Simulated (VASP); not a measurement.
Input of a VASP 6.6.1 run:

File INCAR:

```
ALGO = Normal
EDIFF = 1E-6
ENCUT = 520
GGA = PE
ISIF = 2
ISMEAR = 0
LASPH = T
LCHARG = F
LREAL = F
LWAVE = F
NBANDS = 28
NELM = 100
PREC = Accurate
SIGMA = 0.02
```

KPOINTS

```
k-points
0
Gamma
  6 6 4
```

POSCAR

```
PbSe
1.0
    4.1062990247      0.0000000000      0.0000000000
   -2.0531495124      3.5561592709      0.0000000000
    0.0000000000      0.0000000000      7.5338671677
Pb Se
2 2
Direct
    0.6666666667      0.3333333333      0.2497601249
    0.3333333333      0.6666666667      0.7497601249
    0.0000000000      0.0000000000      0.5000888751
    0.0000000000      0.0000000000      0.0000888751
```

Potentials or basis: VASP PAW PBE potentials, release 64 (Pb_d, Se).

Command:

```bash
$ cat potpaw_PBE.64/Pb_d/POTCAR potpaw_PBE.64/Se/POTCAR > POTCAR
$ mpirun -np 1 vasp_std > vasp.out
```

Q: Estimate the pressure.

A: 4.7 GPa.

Q: Predict the band gap on the k mesh.

A: Zero (bands 20 and 21 overlap by 0.22 eV).

Caveat: the cell stands under pressure; semilocal functionals underestimate gaps, and a narrow one can read as zero; spin-orbit coupling is left out, which moves the levels of the heavy elements.
